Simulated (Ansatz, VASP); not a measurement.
**MgO2 in VASP and in Ansatz**

File INCAR:

```
SYSTEM = MgO2
PREC = Accurate ; ENCUT = 520
EDIFF = 1E-6 ; ISMEAR = 0
SIGMA = 0.05 ; LREAL = .False.
LASPH = .True. ; NELM = 60
ALGO = Normal ; ISIF = 2
LWAVE = .False. ; LCHARG = .False.
GGA = PS ; NBANDS = 14
```

KPOINTS

```
Automatic mesh
0
Gamma
  12 12 12
  0 0 0
```

File POSCAR:

```
MgO2
1.0
    1.5566181855      0.8987139284      3.4939788749
   -1.5566181855      0.8987139284      3.4939788749
    0.0000000000     -1.7974278569      3.4939788749
Mg O
1 2
Direct
    0.0000000000      0.0000000000      0.0000000000
    0.4287860000      0.4287860000      0.4287860000
    0.5712140000      0.5712140000      0.5712140000
```

Input for Ansatz:

```yaml
crystal:
  lattice:
    - [1.5566181855, 0.8987139284, 3.4939788749]
    - [-1.5566181855, 0.8987139284, 3.4939788749]
    - [0.0, -1.7974278569, 3.4939788749]
  atoms:
    - { symbol: Mg, position: [0.0, 0.0, 0.0] }
    - { symbol: O, position: [0.428786, 0.428786, 0.428786] }
    - { symbol: O, position: [0.571214, 0.571214, 0.571214] }
basis:
  ecutwfc: 420
kpoints:
  mp_grid: { grid: [12, 12, 12] }
hamiltonian:
  xc: pbesol
scf:
  occupations: { method: gaussian, width: 0.05 }
output:
  forces: true
  stress: true
  eigenvalues: true
```

Change from the starting cell: strain -0.030 along x and y, +0.000 along z, atoms carried along.

Alike in both runs: task single point; functional PBEsol; k mesh 12 × 12 × 12; occupations gaussian, width 0.05 eV; no spin polarisation.

```csv
,VASP,Ansatz
version,VASP 6.6.1,Ansatz 0.2.0
potentials or method,"VASP PAW PBE potentials, release 64 (Mg, O), cutoff 520 eV","scalar-relativistic, plane waves, PAW"
valence electrons in the cell,14,22
```

```csv
,VASP,Ansatz,Ansatz less VASP
gap on the k mesh at the Fermi level (eV),2.11,2.14,+0.027
least direct gap on the mesh (eV),2.11,2.14,+0.027
pressure (GPa),1.6,1.8,+0.12
"traceless stress, the component that is largest in VASP (GPa)",-6.56,-7.60,-1.039
rms of the force components (eV/Å),0.250,0.333,+0.0826
```

VASP's potentials were made for PBE, not for PBEsol. Atom by atom the forces differ by 0.083 eV/Å (rms over components). With one functional, cell and mesh, what is left measures potentials, basis and numerics. VASP's potentials hold 14 valence electrons a cell and Ansatz's 22, so a difference there can come from the potentials and not from the codes.
